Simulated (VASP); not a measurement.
# Na (P6_3/mmc) in VASP: a series of runs

The runs below take Na through single point, with PBEsol.

Program: VASP 6.6.1. These are calculated values, not measurements. Logs are shortened: lines on timing, memory, paths and dates and some standing lists are left out, and cuts for length are marked.

### 1 The cell of the first run

It takes space group P6_3/mmc (No. 194, hexagonal). Conventional cell: a = 3.767 Å, b = 3.767 Å, c = 6.339 Å, α = 90.00°, β = 90.00°, γ = 120.00°. Within 4.9 Å of Na (site symmetry -6m2) lie 12 Na at 3.77 to 3.84 Å.

This isn't the form of Na at room conditions, which is bcc.

### 2 Single point, PBEsol (zz strain of +3 %)

File INCAR:

```
ALGO     = Normal         # electronic algorithm
EDIFF    = 1E-6           # SCF threshold, eV
ENCUT    = 520            # plane-wave cutoff, eV
GGA      = PS             # functional
ISIF     = 2              # what is computed and relaxed
ISMEAR   = -1             # smearing method
LASPH    = True           # aspherical terms in the spheres
LCHARG   = False          # write CHGCAR
LREAL    = False          # projectors in reciprocal space
LWAVE    = False          # write WAVECAR
NBANDS   = 14             # bands
NELM     = 100            # most SCF steps
PREC     = Accurate       # precision mode
SIGMA    = 0.05           # smearing width, eV
```

File KPOINTS:

```
k-points
0
Gamma
  13 13 7
```

File POSCAR:

```
Na
1.0
    3.7670009976      0.0000000000      0.0000000000
   -1.8835004988      3.2623185600      0.0000000000
    0.0000000000      0.0000000000      6.3386200000
Na
2
Direct
    0.3333333333      0.6666666667      0.2500000000
    0.6666666667      0.3333333333      0.7500000000
```

Potentials or basis: VASP PAW PBE potentials, release 64 (Na_pv).

Command:

```sh
$ cat potpaw_PBE.64/Na_pv/POTCAR > POTCAR
$ mpirun -np 1 vasp_std > vasp.out
```

OUTCAR:

```text
EDIFF = 1E-6
   ENCUT = 520
   GGA = PS
   ISIF = 2
   ISMEAR = -1
   LASPH = True
   LREAL = False
   NELM = 100
   PREC = Accurate

 ion  position               nearest neighbor table
   1  0.333  0.667  0.250-
   2  0.667  0.333  0.750-

  LATTYP: Found a hexagonal cell.
 ALAT       =     3.7670009976
 C/A-ratio  =     1.6826701145

  Lattice vectors:

 A1 = (   3.7670009976,   0.0000000000,   0.0000000000)
 A2 = (  -1.8835004988,   3.2623185600,   0.0000000000)
 A3 = (   0.0000000000,   0.0000000000,   6.3386200000)

Analysis of symmetry for initial positions (statically):
=====================================================================
 Subroutine PRICEL returns:
 Original cell was already a primitive cell.

 Routine SETGRP: Setting up the symmetry group for a
 hexagonal supercell.

 Subroutine GETGRP returns: Found 24 space group operations
 (whereof 12 operations were pure point group operations)
 out of a pool of 24 trial point group operations.

The static configuration has the point symmetry D_3d.
 The point group associated with its full space group is D_6h.

Analysis of symmetry for dynamics (positions and initial velocities):
=====================================================================
 Subroutine PRICEL returns:
 Original cell was already a primitive cell.

 Routine SETGRP: Setting up the symmetry group for a
 hexagonal supercell.

 Subroutine GETGRP returns: Found 24 space group operations
 (whereof 12 operations were pure point group operations)
 out of a pool of 24 trial point group operations.

The dynamic configuration has the point symmetry D_3d.
 The point group associated with its full space group is D_6h.

 Subroutine INISYM returns: Found 24 space group operations
 (whereof 12 operations are pure point group operations),
 and found     1 'primitive' translations

----------------------------------------------------------------------------------------

                                     Primitive cell

  volume of cell :      77.8963

  direct lattice vectors                    reciprocal lattice vectors
     3.767000998  0.000000000  0.000000000     0.265463163  0.153265229  0.000000000
    -1.883500499  3.262318560  0.000000000     0.000000000  0.306530457  0.000000000
     0.000000000  0.000000000  6.338620000     0.000000000  0.000000000  0.157763046

  length of vectors
     3.767000998  3.767000998  6.338620000     0.306530457  0.306530457  0.157763046

  position of ions in fractional coordinates (direct lattice)
     0.333333333  0.666666667  0.250000000
     0.666666667  0.333333333  0.750000000

  ion indices of the primitive-cell ions
   primitive index   ion index
                 1           1
                 2           2

----------------------------------------------------------------------------------------

 KPOINTS: k-points

Automatic generation of k-mesh.
 Grid dimensions read from file:
 generate k-points for:   13   13    7

 Generating k-lattice:

  Cartesian coordinates                     Fractional coordinates (reciprocal lattice)
     0.020420243  0.011789633  0.000000000     0.076923077 -0.000000000  0.000000000
     0.000000000  0.023579266  0.000000000     0.000000000  0.076923077  0.000000000
     0.000000000  0.000000000  0.022537578     0.000000000  0.000000000  0.142857143

  Length of vectors
     0.023579266  0.023579266  0.022537578

  Shift w.r.t. Gamma in fractional coordinates (k-lattice)
     0.000000000  0.000000000  0.000000000

 Subroutine IBZKPT returns following result:
 ===========================================

 Found     84 irreducible k-points:

 Following reciprocal coordinates:
            Coordinates               Weight
  0.000000  0.000000  0.000000      1.000000
  0.076923  0.000000  0.000000      6.000000
  0.153846  0.000000  0.000000      6.000000
  0.230769 -0.000000  0.000000      6.000000
  0.307692  0.000000  0.000000      6.000000
  0.384615  0.000000  0.000000      6.000000
[... 16 lines left out ...]
  0.076923  0.000000  0.142857     12.000000
  0.153846  0.000000  0.142857     12.000000
 [... further k-points ...]
   k-points           NKPTS =     84   k-points in BZ     NKDIM =     84   number of bands    NBANDS=     14
   number of dos      NEDOS =    301   number of ions     NIONS =      2
   total plane-waves  NPLWV =  37632
   dimension x,y,z NGX =    28 NGY =   28 NGZ =   48
   dimension x,y,z NGXF=    56 NGYF=   56 NGZF=   96
   ions per type =               2
   NGX,Y,Z   is equivalent  to a cutoff of  12.36, 12.36, 12.59 a.u.
   NGXF,Y,Z  is equivalent  to a cutoff of  24.71, 24.71, 25.18 a.u.
 SYSTEM =  unknown system
   PREC   = accura    normal or accurate (medium, high low for compatibility)
   ISTART =      0    job   : 0-new  1-cont  2-samecut
   ICHARG =      2    charge: 1-file 2-atom 10-const
   ISPIN  =      1    spin polarized calculation?
   LNONCOLLINEAR =      F non collinear calculations
   LSORBIT =      F    spin-orbit coupling
   LASPH  =      T    aspherical Exc in radial PAW
   ENCUT  =  520.0 eV  38.22 Ry    6.18 a.u.   7.00  7.00 11.79*2*pi/ulx,y,z
   NELM   =    100;   NELMIN=  2; NELMDL= -5     # of ELM steps
   EDIFF  = 0.1E-05   stopping-criterion for ELM
   LREAL  =      F    real-space projection
   EDIFFG = 0.1E-04   stopping-criterion for IOM
   NSW    =      0    number of steps for IOM
   IBRION =     -1    ionic relax: 0-MD 1-quasi-New 2-CG
   NFREE  =      0    steps in history (QN), initial steepest desc. (CG)
   ISIF   =      2    stress and relaxation
   ISYM   =      2    0-nonsym 1-usesym 2-fastsym
   POTIM  = 0.5000    time-step for ionic-motion
   TEBEG  =    0.0;   TEEND  =   0.0 temperature during run
   PSTRESS=    0.0 pullay stress
   NELECT =      14.0000    total number of electrons
   NUPDOWN=      -1.0000    fix difference up-down
   EMIN   =  10.00;   EMAX   =-10.00  energy-range for DOS
   EFERMI =   0.00;   METHOD = LEGACY
   ISMEAR =    -1;   SIGMA  =   0.05  broadening in eV -4-tet -1-fermi 0-gaus
   EFERMI_NEDOS =   21; number of points for ismear=-14 and -15
   IALGO  =     38    algorithm
   IMIX   =      4    mixing-type and parameters
     AMIX     =   0.40;   BMIX     =  1.00
     AMIX_MAG =   1.60;   BMIX_MAG =  1.00
  volume/ion in A,a.u.               =      38.95       262.84
  Fermi-wavevector in a.u.,A,eV,Ry     =   0.923872  1.745865 11.613115  0.853540
  Thomas-Fermi vector in A             =   2.049556
   LORBIT       =      0    0 simple, 1 ext, 2 COOP (PROOUT), +10 PAW based schemes
   GGA     = PS    functional components
   LHFCALC =     F    Hartree Fock is set to
   AEXX    =    0.0000 exact exchange contribution
   IVDW    =     0    specifies the selected vdW correction
   LEPSILON=     F    determine dielectric tensor
   LRPA    =     F    only Hartree local field effects (RPA)
 non-spin polarized calculation
  energy-cutoff  :      520.00
  volume of cell :       77.90
 maximum number of plane-waves:      2111
 NGX is ok and might be reduce to    28
   NGX = 13   NGY = 13   NGZ = 23

 number of electron      14.0000003 magnetization

 Free energy of the ion-electron system (eV)
  ---------------------------------------------------
  ext. energy  EPLUGINS =         0.00000000
  ---------------------------------------------------
  free energy    TOTEN  =        -2.79409257 eV

  energy without entropy =       -2.78693033  energy(sigma->0) =       -2.79051145

 E-fermi :   0.1705     XC(G=0):  -6.3720

 val. band max:        0.0968923252   @ k =   0.3077   0.2308   0.0000
 cond. band min:       0.1710826490   @ k =   0.3077   0.2308   0.1429
 fundamental gap:      0.0741903238
 Fermi energy:         0.1704622609

 k-point     1 :       0.0000    0.0000    0.0000
  band No.  band energies     occupation
      1     -24.6803      2.00000
      2     -24.6578      2.00000
      3     -24.6578      2.00000
      4     -24.6543      2.00000
      5     -24.6543      2.00000
      6     -24.6531      2.00000
      7      -3.0065      2.00000
      8       0.5863      0.00049
      9       0.9136      0.00000
     10      10.1140      0.00000
     11      10.1140      0.00000
     12      10.2724      0.00000
     13      10.4542      0.00000
     14      10.4542      0.00000

 k-point     2 :       0.0769    0.0000    0.0000
  band No.  band energies     occupation
      1     -24.6797      2.00000
      2     -24.6592      2.00000
      3     -24.6582      2.00000
      4     -24.6557      2.00000
      5     -24.6545      2.00000
      6     -24.6533      2.00000
      7      -2.9202      2.00000
      8       0.6636      0.00010
      9       0.9982      0.00000
     10       8.5844      0.00000
     11       9.4233      0.00000
     12       9.8091      0.00000
     13      10.8158      0.00000
     14      11.2291      0.00000

 k-point     3 :       0.1538    0.0000    0.0000
  band No.  band energies     occupation
      1     -24.6781      2.00000
      2     -24.6631      2.00000
      3     -24.6597      2.00000
      4     -24.6594      2.00000
      5     -24.6553      2.00000
      6     -24.6538      2.00000
      7      -2.6620      2.00000
      8       0.8960      0.00000
      9       1.2495      0.00000
     10       6.8595      0.00000
     11       8.7185      0.00000
     12       8.9150      0.00000
     13      10.0741      0.00000
     14      10.6460      0.00000
[... 324 lines left out ...]
 k-point    23 :       0.0769    0.0000    0.1429
  band No.  band energies     occupation
      1     -24.6784      2.00000
      2     -24.6590      2.00000
      3     -24.6580      2.00000
      4     -24.6562      2.00000
      5     -24.6547      2.00000
      6     -24.6542      2.00000
      7      -2.8414      2.00000
      8      -0.1569      1.99714
      9       1.9541      0.00000
     10       8.6136      0.00000
     11       9.3568      0.00000
     12       9.4867      0.00000
     13       9.9438      0.00000
     14      11.1754      0.00000

 k-point    24 :       0.1538    0.0000    0.1429
  band No.  band energies     occupation
      1     -24.6771      2.00000
      2     -24.6628      2.00000
      3     -24.6603      2.00000
      4     -24.6592      2.00000
      5     -24.6555      2.00000
      6     -24.6546      2.00000
      7      -2.5837      2.00000
      8       0.0878      1.67892
      9       2.1917      0.00000
     10       6.9252      0.00000
     11       8.7836      0.00000
     12       8.8091      0.00000
     13       9.3109      0.00000
     14      10.2422      0.00000

 [... further k-points ...]
[... 5 lines left out ...]
  --------------------------------------------------------------------------------------
  -------------------------------------------------------------------------------------
  Total       -0.1829401     -0.1829401     -0.2802882     -0.0000000      0.0000000      0.0000000
  in kB       -3.7627267     -3.7627267     -5.7649908     -0.0000000      0.0000000      0.0000000
  external PRESSURE =      -4.4301481 kB  Pullay stress =       0.0000000 kB

 VOLUME and BASIS-vectors are now :
 -----------------------------------------------------------------------------
  energy-cutoff  :      520.00
  volume of cell :       77.90
      direct lattice vectors                 reciprocal lattice vectors
     3.767000998  0.000000000  0.000000000     0.265463163  0.153265229  0.000000000
    -1.883500499  3.262318560  0.000000000     0.000000000  0.306530457  0.000000000
     0.000000000  0.000000000  6.338620000     0.000000000  0.000000000  0.157763046

 POSITION                                       TOTAL-FORCE (eV/Angst)
 -----------------------------------------------------------------------------------
     -0.00000      2.17488      1.58465         0.000000      0.000000      0.000000
      1.88350      1.08744      4.75396        -0.000000     -0.000000     -0.000000
 -----------------------------------------------------------------------------------
    total drift:                               -0.000000      0.000000      0.000000

  FREE ENERGIE OF THE ION-ELECTRON SYSTEM (eV)
  ---------------------------------------------------
  free  energy   TOTEN  =        -2.7940925683 eV

  energy  without entropy=       -2.7869303347  energy(sigma->0) =       -2.79051145
```

Run time: 34 s. Hardware: 1 thread of Intel Xeon Platinum 8488C (Sapphire Rapids), shared host; peak memory 0.21 GiB.

What came out:

| Quantity | Value |
| --- | --- |
| Free energy | -2.7941 eV |
| Pressure | -0.4 GPa |
| Band gap on the k mesh | zero (bands 7 and 8 overlap by 3.37 eV) |

Levels at points of the mesh, in eV from the Fermi level:
```tsv
k point	band 4	band 5	band 6	band 7	band 8	band 9	band 10	band 11
(0.00, 0.00, 0.00)	-24.82	-24.82	-24.82	-3.18	0.42	0.74	9.94	9.94
```

Caveat: the cell differs from its parent crystal (zz strain of +3 %); the PAW data sets were made with another functional, which shifts forces and pressure a little.

### 3 Single point, PBEsol (39.33 Å³/atom)

This run uses another cell than the first one, of 39.33 Å³/atom.

File INCAR:

```
ALGO = Normal ; EDIFF = 1E-6
ENCUT = 520 ; GGA = PS
ISIF = 2 ; ISMEAR = -1
LASPH = True ; LCHARG = True
LELF = True ; LREAL = False
LVHAR = True ; LWAVE = False
NBANDS = 14 ; NELM = 100
PREC = Accurate ; SIGMA = 0.05
```

KPOINTS is that of step 2.

File POSCAR:

```
Na
1.0
    3.8165724849      0.0000000000      0.0000000000
   -1.9082862425      3.3052487273      0.0000000000
    0.0000000000      0.0000000000      6.2349829711
Na
2
Direct
    0.3333333333      0.6666666667      0.2500000000
    0.6666666667      0.3333333333      0.7500000000
```

Potentials or basis: VASP PAW PBE potentials, release 64 (Na_pv).

Command:

```sh
$ cat potpaw_PBE.64/Na_pv/POTCAR > POTCAR
$ mpirun -np 1 vasp_std > vasp.out
```

OUTCAR:

```text
EDIFF = 1E-6
   ENCUT = 520
   GGA = PS
   ISIF = 2
   ISMEAR = -1
   LASPH = True
   LREAL = False
   NELM = 100
   PREC = Accurate

 ion  position               nearest neighbor table
   1  0.333  0.667  0.250-
   2  0.667  0.333  0.750-

  LATTYP: Found a hexagonal cell.
 ALAT       =     3.8165724849
 C/A-ratio  =     1.6336603054

  Lattice vectors:

 A1 = (   3.8165724849,   0.0000000000,   0.0000000000)
 A2 = (  -1.9082862425,   3.3052487273,   0.0000000000)
 A3 = (   0.0000000000,   0.0000000000,   6.2349829711)

Analysis of symmetry for initial positions (statically):
=====================================================================
 Subroutine PRICEL returns:
 Original cell was already a primitive cell.

 Routine SETGRP: Setting up the symmetry group for a
 hexagonal supercell.

 Subroutine GETGRP returns: Found 24 space group operations
 (whereof 12 operations were pure point group operations)
 out of a pool of 24 trial point group operations.

The static configuration has the point symmetry D_3d.
 The point group associated with its full space group is D_6h.
[... 165 lines left out ...]
 fundamental gap:      0.0709347755
 Fermi energy:         0.1356479951

 k-point     1 :       0.0000    0.0000    0.0000
  band No.  band energies     occupation
      1     -24.7150      2.00000
      2     -24.6909      2.00000
      3     -24.6909      2.00000
      4     -24.6869      2.00000
      5     -24.6869      2.00000
      6     -24.6864      2.00000
      7      -3.0125      2.00000
      8       0.6821      0.00004
      9       1.0514      0.00000
     10       9.7981      0.00000
     11       9.7981      0.00000
     12      10.0952      0.00000
     13      10.0953      0.00000
     14      10.2858      0.00000
[... 377 lines left out ...]
      1     -24.7118      2.00000
      2     -24.6952      2.00000
      3     -24.6925      2.00000
      4     -24.6922      2.00000
      5     -24.6880      2.00000
      6     -24.6879      2.00000
      7      -2.5961      2.00000
      8       0.1613      0.74903
      9       2.3368      0.00000
     10       6.6871      0.00000
     11       8.4762      0.00000
     12       8.5908      0.00000
     13       9.3641      0.00000
     14      10.3149      0.00000

 [... further k-points ...]
[... 5 lines left out ...]
  --------------------------------------------------------------------------------------
  -------------------------------------------------------------------------------------
  Total       -0.2618987     -0.2618987     -0.2081429      0.0000000      0.0000000      0.0000000
  in kB       -5.3349576     -5.3349576     -4.2399361      0.0000000      0.0000000      0.0000000
  external PRESSURE =      -4.9699505 kB  Pullay stress =       0.0000000 kB

 VOLUME and BASIS-vectors are now :
 -----------------------------------------------------------------------------
  energy-cutoff  :      520.00
  volume of cell :       78.65
      direct lattice vectors                 reciprocal lattice vectors
     3.816572485  0.000000000  0.000000000     0.262015199  0.151274546  0.000000000
    -1.908286243  3.305248727  0.000000000     0.000000000  0.302549092  0.000000000
     0.000000000  0.000000000  6.234982971     0.000000000  0.000000000  0.160385362

 POSITION                                       TOTAL-FORCE (eV/Angst)
 -----------------------------------------------------------------------------------
     -0.00000      2.20350      1.55875         0.000000      0.000000      0.000000
      1.90829      1.10175      4.67624        -0.000000      0.000000      0.000000
 -----------------------------------------------------------------------------------
    total drift:                                0.000000     -0.000000      0.000000

  FREE ENERGIE OF THE ION-ELECTRON SYSTEM (eV)
  ---------------------------------------------------
  free  energy   TOTEN  =        -2.7920182660 eV

  energy  without entropy=       -2.7839164543  energy(sigma->0) =       -2.78796736
```

stdout:

```text
POSCAR found type information on POSCAR Na
 POSCAR found :  1 types and       2 ions
 scaLAPACK will be used
 -----------------------------------------------------------------------------
|                                                                             |
|                                                                             |
|     You enforced a specific xc type in the INCAR file but a different       |
|     I HOPE YOU KNOW WHAT YOU ARE DOING!                                     |
|                                                                             |
 -----------------------------------------------------------------------------

 LDA part: xc-table for (Slater+PW92), standard interpolation
 POSCAR, INCAR and KPOINTS ok, starting setup
 FFT: planning ... GRIDC
 FFT: planning ... GRID_SOFT
 FFT: planning ... GRID
 WAVECAR not read
 entering main loop
```

It took 33 s on 1 thread of Intel Xeon Platinum 8488C (Sapphire Rapids), shared host; peak memory 0.21 GiB.

What came out:

```
Free energy            : -2.7920 eV
Pressure               : -0.5 GPa
Band gap on the k mesh : zero (bands 7 and 8 overlap by 3.25 eV)
```

Levels at points of the mesh, in eV from the Fermi level:
```tsv
k point	band 5	band 6	band 7	band 8	band 9	band 10
(0.00, 0.00, 0.00)	-24.82	-24.82	-3.15	0.55	0.92	9.66
```

Caveat: the PAW data sets were made with another functional, which shifts forces and pressure a little.

[end of part 1 of 2]

The gap in the log of VASP goes by the Fermi energy; the results here count the filled bands.